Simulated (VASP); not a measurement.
# Sr7CrO8 (Fm-3m) in VASP: single point with PBEsol+U

Aim: the single point of Sr7CrO8 with PBEsol+U.

All numbers are computed with VASP 6.6.1; they aren't measurements. Logs are shortened: lines on timing, memory, paths and dates and some standing lists are left out, and cuts for length are marked.

### 1 The cell of the first run

It takes space group Fm-3m (No. 225, cubic). Conventional cell: a = 10.323 Å, b = 10.323 Å, c = 10.323 Å, α = 90.00°, β = 90.00°, γ = 90.00°. Cr (site symmetry m-3m) has 6 O at 2.53 Å within 3.3 Å. Sr (site symmetry mmm) has 6 O at 2.58 Å within 3.4 Å. Within 3.5 Å of Sr (site symmetry m-3m) lie 6 O at 2.63 Å. O (site symmetry -43m) has 6 Sr at 2.58 Å within 3.4 Å. Within 3.3 Å of O (site symmetry 4mm) lie 1 Cr at 2.53 Å and 5 Sr at 2.58 to 2.63 Å.

### 2 Single point, PBEsol+U, collinear spin, ferromagnetic start

INCAR reads:

```
SYSTEM = Sr7CrO8
ALGO = Normal
EDIFF = 1E-6
ENCUT = 520
GGA = PS
ISIF = 2
ISMEAR = 0
ISPIN = 2
LASPH = .True.
LCHARG = .False.
LDAU = .True.
LDAUJ = 0 0 0
LDAUL = 2 -1 -1
LDAUPRINT = 1
LDAUTYPE = 2
LDAUU = 3 0 0
LMAXMIX = 4
LORBIT = 11
LREAL = Auto
LWAVE = .False.
MAGMOM = 2 0 0 0 0 0 0 0 0 0 0 0 0 0 0 0
NBANDS = 83
NELM = 150
NUPDOWN = 2.0
PREC = Accurate
SIGMA = 0.05
```

KPOINTS reads:

```
k-points
0
Gamma
  3 3 3
  0 0 0
```

POSCAR reads:

```
Sr7CrO8
1.0
    0.0000000000      5.1613200000      5.1613200000
    5.1613200000      0.0000000000      5.1613200000
    5.1613200000      5.1613200000      0.0000000000
Cr Sr O
1 7 8
Direct
    1.0000000000      1.0000000000      1.0000000000
    1.0000000000      1.0000000000      0.5000000000
    0.0000000000      0.5000000000      0.0000000000
    0.0000000000      0.5000000000      0.5000000000
    0.5000000000      0.0000000000      0.0000000000
    0.5000000000      0.0000000000      0.5000000000
    0.5000000000      0.5000000000      0.0000000000
    0.5000000000      0.5000000000      0.5000000000
    0.2500000000      0.2500000000      0.2500000000
    0.2452790934      0.2452790934      0.7547209066
    0.2452790934      0.7547209066      0.2452790934
    0.2452790934      0.7547209066      0.7547209066
    0.7547209066      0.2452790934      0.2452790934
    0.7547209066      0.2452790934      0.7547209066
    0.7547209066      0.7547209066      0.2452790934
    0.7500000000      0.7500000000      0.7500000000
```

Potentials or basis: VASP PAW PBE potentials, release 64 (Cr_pv, Sr_sv, O).

On the command line:

```bash
$ cat potpaw_PBE.64/Cr_pv/POTCAR potpaw_PBE.64/Sr_sv/POTCAR potpaw_PBE.64/O/POTCAR > POTCAR
$ mpirun -np 1 vasp_std > vasp.out
```

OUTCAR:

```text
SYSTEM = Sr7CrO8
   EDIFF = 1E-6
   ENCUT = 520
   GGA = PS
   ISIF = 2
   ISMEAR = 0
   ISPIN = 2
   LASPH = .True.
   LORBIT = 11
   LREAL = Auto
   NELM = 150
   NUPDOWN = 2.0
   PREC = Accurate

 ion  position               nearest neighbor table
   1  0.000  0.000  0.000-  10 2.53  11 2.53  12 2.53  13 2.53  14 2.53  15 2.53   2 3.65   3 3.65
                             5 3.65   2 3.65   4 3.65   6 3.65   3 3.65   4 3.65   7 3.65   5 3.65
   2  0.000  0.000  0.500-   9 2.58  16 2.58  12 2.58  13 2.58  14 2.58  11 2.58   1 3.65   4 3.65
                             6 3.65   1 3.65   3 3.65   5 3.65   3 3.65   4 3.65   8 3.65   5 3.65
   3  0.000  0.500  0.000-   9 2.58  16 2.58  12 2.58  13 2.58  15 2.58  10 2.58   1 3.65   4 3.65
                             7 3.65   2 3.65   4 3.65   8 3.65   1 3.65   2 3.65   5 3.65   5 3.65
   4  0.000  0.500  0.500-   9 2.58  16 2.58  11 2.58  14 2.58  15 2.58  10 2.58   2 3.65   3 3.65
                             8 3.65   1 3.65   3 3.65   7 3.65   1 3.65   2 3.65   6 3.65   6 3.65
   5  0.500  0.000  0.000-   9 2.58  16 2.58  11 2.58  14 2.58  15 2.58  10 2.58   1 3.65   6 3.65
                             7 3.65   2 3.65   6 3.65   8 3.65   3 3.65   7 3.65   8 3.65   1 3.65
   6  0.500  0.000  0.500-   9 2.58  16 2.58  12 2.58  13 2.58  15 2.58  10 2.58   2 3.65   5 3.65
                             8 3.65   1 3.65   5 3.65   7 3.65   4 3.65   7 3.65   8 3.65   1 3.65
   7  0.500  0.500  0.000-   9 2.58  16 2.58  12 2.58  13 2.58  14 2.58  11 2.58   3 3.65   5 3.65
                             8 3.65   4 3.65   6 3.65   8 3.65   1 3.65   5 3.65   6 3.65   1 3.65
   8  0.500  0.500  0.500-  10 2.63  11 2.63  12 2.63  13 2.63  14 2.63  15 2.63   4 3.65   6 3.65
                             7 3.65   3 3.65   5 3.65   7 3.65   2 3.65   5 3.65   6 3.65   2 3.65
   9  0.250  0.250  0.250-   2 2.58   3 2.58   4 2.58   5 2.58   6 2.58   7 2.58
  10  0.245  0.245  0.755-   1 2.53   3 2.58   4 2.58   5 2.58   6 2.58   8 2.63
  11  0.245  0.755  0.245-   1 2.53   2 2.58   4 2.58   5 2.58   7 2.58   8 2.63
  12  0.245  0.755  0.755-   1 2.53   2 2.58   3 2.58   6 2.58   7 2.58   8 2.63
  13  0.755  0.245  0.245-   1 2.53   2 2.58   3 2.58   6 2.58   7 2.58   8 2.63
  14  0.755  0.245  0.755-   1 2.53   2 2.58   4 2.58   5 2.58   7 2.58   8 2.63
  15  0.755  0.755  0.245-   1 2.53   3 2.58   4 2.58   5 2.58   6 2.58   8 2.63
  16  0.750  0.750  0.750-   2 2.58   3 2.58   4 2.58   5 2.58   6 2.58   7 2.58

  LATTYP: Found a face centered cubic cell.
 ALAT       =    10.3226400000

  Lattice vectors:

 A1 = (   0.0000000000,   5.1613200000,   5.1613200000)
 A2 = (   5.1613200000,   0.0000000000,   5.1613200000)
 A3 = (   5.1613200000,   5.1613200000,   0.0000000000)

Analysis of symmetry for initial positions (statically):
=====================================================================
 Subroutine PRICEL returns:
 Original cell was already a primitive cell.

 Routine SETGRP: Setting up the symmetry group for a
 face centered cubic supercell.

 Subroutine GETGRP returns: Found 48 space group operations
 (whereof 48 operations were pure point group operations)
 out of a pool of 48 trial point group operations.

The static configuration has the point symmetry O_h .

Analysis of symmetry for dynamics (positions and initial velocities):
=====================================================================
 Subroutine PRICEL returns:
 Original cell was already a primitive cell.

 Routine SETGRP: Setting up the symmetry group for a
 face centered cubic supercell.

 Subroutine GETGRP returns: Found 48 space group operations
 (whereof 48 operations were pure point group operations)
 out of a pool of 48 trial point group operations.

The dynamic configuration has the point symmetry O_h .

Analysis of structural, dynamic, and magnetic symmetry:
=====================================================================
 Subroutine PRICEL returns:
 Original cell was already a primitive cell.

 Routine SETGRP: Setting up the symmetry group for a
 face centered cubic supercell.

 Subroutine GETGRP returns: Found 48 space group operations
 (whereof 48 operations were pure point group operations)
 out of a pool of 48 trial point group operations.

The overall configuration has the point symmetry O_h .

 Subroutine INISYM returns: Found 48 space group operations
 (whereof 48 operations are pure point group operations),
 and found     1 'primitive' translations

----------------------------------------------------------------------------------------

                                     Primitive cell

  volume of cell :     274.9871

  direct lattice vectors                    reciprocal lattice vectors
     0.000000000  5.161320000  5.161320000    -0.096874443  0.096874443  0.096874443
     5.161320000  0.000000000  5.161320000     0.096874443 -0.096874443  0.096874443
     5.161320000  5.161320000  0.000000000     0.096874443  0.096874443 -0.096874443

  length of vectors
     7.299208744  7.299208744  7.299208744     0.167791457  0.167791457  0.167791457

  position of ions in fractional coordinates (direct lattice)
[... 111 lines left out ...]
 LDA+U is selected, type is set to LDAUTYPE =  2
   angular momentum for each species LDAUL =     2   -1   -1
   U (eV)           for each species LDAUU =   3.0  0.0  0.0
   J (eV)           for each species LDAUJ =   0.0  0.0  0.0
   GGA     = PS    functional components
   LHFCALC =     F    Hartree Fock is set to
   AEXX    =    0.0000 exact exchange contribution
   IVDW    =     0    specifies the selected vdW correction
   LEPSILON=     F    determine dielectric tensor
   LRPA    =     F    only Hartree local field effects (RPA)
 spin polarized calculation
 Gauss-broadening in eV      SIGMA  =   0.05
  energy-cutoff  :      520.00
  volume of cell :      274.99
 maximum number of plane-waves:      7423
 NGX is ok and might be reduce to    54
   NGX = 27   NGY = 27   NGZ = 27

atom =   1  type =  1  l = 2

 onsite density matrix

spin component  1

  0.9103 -0.0000  0.0000  0.0000 -0.0000
 -0.0000  0.9103 -0.0000  0.0000 -0.0000
  0.0000 -0.0000  0.0837 -0.0000  0.0000
  0.0000  0.0000 -0.0000  0.9103  0.0000
 -0.0000 -0.0000  0.0000  0.0000  0.0837

spin component  2

  0.0141  0.0000 -0.0000 -0.0000  0.0000
  0.0000  0.0141  0.0000 -0.0000  0.0000
 -0.0000  0.0000  0.5308  0.0000  0.0000
 -0.0000 -0.0000  0.0000  0.0141 -0.0000
  0.0000  0.0000  0.0000 -0.0000  0.5308

 occupancies and eigenvectors

  o =  0.0141  v =  0.0000  0.0000  0.0000  0.0000  0.0000  0.0000 -0.0028  0.0000 -1.0000  0.0000      0.0000  0.0000  0.0000  0.0000  0.0000  0.0000  0.0000  0.0000  0.0000  0.0000
  o =  0.0141  v =  0.0000  0.0000  0.0000  0.0000  0.0000  0.0000 -1.0000 -0.0000  0.0028  0.0000      0.0000  0.0000  0.0000  0.0000  0.0000  0.0000  0.0000  0.0000  0.0000  0.0000
  o =  0.0141  v =  0.0000  0.0000  0.0000  0.0000  0.0000  1.0000  0.0000  0.0000  0.0000  0.0000      0.0000  0.0000  0.0000  0.0000  0.0000  0.0000  0.0000  0.0000  0.0000  0.0000
  o =  0.0837  v =  0.0000 -0.0000  0.9994 -0.0000 -0.0333  0.0000  0.0000  0.0000  0.0000  0.0000      0.0000  0.0000  0.0000  0.0000  0.0000  0.0000  0.0000  0.0000  0.0000  0.0000
  o =  0.0837  v =  0.0000  0.0000  0.0333  0.0000  0.9994  0.0000  0.0000  0.0000  0.0000  0.0000      0.0000  0.0000  0.0000  0.0000  0.0000  0.0000  0.0000  0.0000  0.0000  0.0000
  o =  0.5308  v =  0.0000  0.0000  0.0000  0.0000  0.0000  0.0000 -0.0000  0.0002 -0.0000 -1.0000      0.0000  0.0000  0.0000  0.0000  0.0000  0.0000  0.0000  0.0000  0.0000  0.0000
  o =  0.5308  v =  0.0000  0.0000  0.0000  0.0000  0.0000  0.0000  0.0000 -1.0000 -0.0000 -0.0002      0.0000  0.0000  0.0000  0.0000  0.0000  0.0000  0.0000  0.0000  0.0000  0.0000
  o =  0.9103  v =  0.0000 -0.0180 -0.0000 -0.9998  0.0000  0.0000  0.0000  0.0000  0.0000  0.0000      0.0000  0.0000  0.0000  0.0000  0.0000  0.0000  0.0000  0.0000  0.0000  0.0000
  o =  0.9103  v =  0.0000  0.9998  0.0000 -0.0180 -0.0000  0.0000  0.0000  0.0000  0.0000  0.0000      0.0000  0.0000  0.0000  0.0000  0.0000  0.0000  0.0000  0.0000  0.0000  0.0000
  o =  0.9103  v =  1.0000  0.0000  0.0000  0.0000  0.0000  0.0000  0.0000  0.0000  0.0000  0.0000      0.0000  0.0000  0.0000  0.0000  0.0000  0.0000  0.0000  0.0000  0.0000  0.0000

 number of electron     130.0000010 magnetization       2.0000007

 Free energy of the ion-electron system (eV)
  ---------------------------------------------------
  ext. energy  EPLUGINS =         0.00000000
  ---------------------------------------------------
  free energy    TOTEN  =      -101.34718699 eV

  energy without entropy =     -101.33847109  energy(sigma->0) =     -101.34282904

 E-fermi :   4.2713     XC(G=0): -10.1834

 val. band max:        4.2378030019   @ k =   0.3333   0.3333   0.0000
 cond. band min:       4.3172232967   @ k =   0.3333   0.0000   0.0000
 fundamental gap:      0.0794202948
 Fermi energy:         2.0505287481

 spin component 1

 k-point     1 :       0.0000    0.0000    0.0000
  band No.  band energies     occupation
      1     -40.2316      1.00000
      2     -40.2314      1.00000
      3     -40.2313      1.00000
      4     -31.3321      1.00000
      5     -30.7175      1.00000
      6     -30.6303      1.00000
[... 309 lines left out ...]
     76       7.4033      0.00000
     77       7.5774      0.00000
 Fermi energy:         4.2712956993

 spin component 2

 k-point     1 :       0.0000    0.0000    0.0000
  band No.  band energies     occupation
      1     -38.4744      1.00000
      2     -38.4743      1.00000
      3     -38.4743      1.00000
      4     -31.3385      1.00000
      5     -30.7175      1.00000
      6     -30.6303      1.00000
[... 309 lines left out ...]
     76       7.4940      0.00000
     77       7.6333      0.00000
 [bands above 77 left out]

------------------------ aborting loop because EDIFF is reached ----------------------------------------

  FORCE on cell =-STRESS in cart. coord.  units (eV):
  Direction    XX          YY          ZZ          XY          YZ          ZX
  --------------------------------------------------------------------------------------
  -------------------------------------------------------------------------------------
  Total       -9.8659956     -9.8659956     -9.8659956     -0.0000000      0.0000000     -0.0000000
  in kB      -57.4829631    -57.4829631    -57.4829631     -0.0000000      0.0000000     -0.0000000
  external PRESSURE =     -57.4829631 kB  Pullay stress =       0.0000000 kB

 VOLUME and BASIS-vectors are now :
 -----------------------------------------------------------------------------
  energy-cutoff  :      520.00
  volume of cell :      274.99
      direct lattice vectors                 reciprocal lattice vectors
     0.000000000  5.161320000  5.161320000    -0.096874443  0.096874443  0.096874443
     5.161320000  0.000000000  5.161320000     0.096874443 -0.096874443  0.096874443
     5.161320000  5.161320000  0.000000000     0.096874443  0.096874443 -0.096874443

 POSITION                                       TOTAL-FORCE (eV/Angst)
 -----------------------------------------------------------------------------------
      0.00000      0.00000      0.00000         0.000000      0.000000      0.000000
      2.58066      2.58066      0.00000         0.000000      0.000000      0.000000
      2.58066      0.00000      2.58066         0.000000     -0.000000      0.000000
      5.16132      2.58066      2.58066        -0.000000      0.000000      0.000000
      0.00000      2.58066      2.58066         0.000000     -0.000000      0.000000
      2.58066      5.16132      2.58066         0.000000     -0.000000      0.000000
[... 8 lines left out ...]
      5.16132      5.16132      7.79071         0.000000      0.000000      0.177192
      7.74198      7.74198      7.74198        -0.000000     -0.000000      0.000000
 -----------------------------------------------------------------------------------
    total drift:                               -0.000000     -0.000000      0.000000

  FREE ENERGIE OF THE ION-ELECTRON SYSTEM (eV)
  ---------------------------------------------------
  free  energy   TOTEN  =      -101.3471869871 eV

  energy  without entropy=     -101.3384710894  energy(sigma->0) =     -101.34282904

 total charge

# of ion       s       p       d       tot
------------------------------------------
    1        0.155   6.093   3.985  10.234
    2        2.014   5.777   0.249   8.041
    3        2.014   5.777   0.249   8.041
    4        2.014   5.777   0.249   8.041
    5        2.014   5.777   0.249   8.041
    6        2.014   5.777   0.249   8.041
[... 8 lines left out ...]
   15        1.549   3.366   0.000   4.916
   16        1.548   3.397   0.000   4.945
--------------------------------------------------
tot         26.646  73.510   5.721 105.878

 magnetization (x)

# of ion       s       p       d       tot
------------------------------------------
    1        0.015   0.010   1.788   1.812
    2       -0.000  -0.000   0.001   0.000
    3       -0.000  -0.000   0.001   0.000
    4       -0.000  -0.000   0.001   0.000
    5       -0.000  -0.000   0.001   0.000
    6       -0.000  -0.000   0.001   0.000
[... 8 lines left out ...]
   15       -0.002   0.002   0.000   0.000
   16       -0.000   0.000   0.000   0.000
--------------------------------------------------
tot         -0.001   0.018   1.789   1.806
```

It took 31 min on 1 thread of Intel Xeon Platinum 8259CL at 2.50GHz (Skylake/Cascade Lake), shared host; peak memory 0.6 GiB.

What came out:

| Property | Result |
| --- | --- |
| Free energy | -101.3472 eV |
| Pressure | -5.7 GPa |
| Largest force | 0.177 eV/Å |
| Net moment | 2.00 μB per cell |
| Site moments | Cr +1.81; Sr +0.00, -0.01 (each value once); O +0.00 μB |
| Valence electrons inside the program's atomic spheres | Cr 10.23; Sr 8.04, 8.01 (each value once); O 4.95, 4.92 (each value once) |

Forces in eV/Å, atoms in the order of the input:
```
Cr   0.000  0.000  0.000
Sr   0.000  0.000  0.000
Sr   0.000  0.000  0.000
Sr   0.000  0.000  0.000
Sr   0.000  0.000  0.000
Sr   0.000  0.000  0.000
Sr   0.000  0.000  0.000
Sr   0.000  0.000  0.000
O    0.000  0.000  0.000
O    0.000  0.000 -0.177
O    0.000 -0.177  0.000
O    0.177  0.000  0.000
O   -0.177  0.000  0.000
O    0.000  0.177  0.000
O    0.000  0.000  0.177
O    0.000  0.000  0.000
```

Eigenvalues of the final occupation matrices:
| site | spin | trace | eigenvalues |
| --- | --- | --- | --- |
| site 1 d | 1 | 2.90 | 0.08 0.08 0.91 0.91 0.91 |
| site 1 d | 2 | 1.10 | 0.01 0.01 0.01 0.53 0.53 |

Caveat: the cell stands under tension; the PAW data sets were made with another functional, which shifts forces and pressure a little; the total moment is fixed, so each spin has its own Fermi level and the state may be an excited one; a cell with one magnetic atom can't hold antiferromagnetic order, which such compounds often take.
